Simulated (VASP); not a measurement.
Runs of VASP 6.6.1 on AlN. The structure is that of space group P6_3mc (No. 186), or close to it. The cells are those of the table. 

```csv
cell,gap on the mesh (eV),pressure (GPa)
"atoms relaxed from a = 3.058, b = 3.058, c = 4.944 Å, angles 90.0, 90.0, 120.0°, 4 atoms",4.66,5.3
"atoms relaxed from a = 3.150, b = 3.150, c = 4.746 Å, angles 90.0, 90.0, 120.0°, 4 atoms",4.04,-0.4
"atoms relaxed from a = 2.996, b = 2.996, c = 5.141 Å, angles 90.0, 90.0, 120.0°, 4 atoms",(a),6.1
"atoms relaxed from a = 3.119, b = 3.119, c = 4.746 Å, angles 90.0, 90.0, 120.0°, 4 atoms",4.27,4.2
```

Alike in all rows: task relaxation of the atoms; level LDA; potentials or basis VASP PAW LDA potentials, release 64 (Al, N); no spin polarisation; k mesh 9 × 9 × 6; cutoff (eV) 520; smearing gaussian 0.05 eV.

Question: Fill in the values left out.

Answer: (a) 4.43.

A k mesh can miss the band edges.
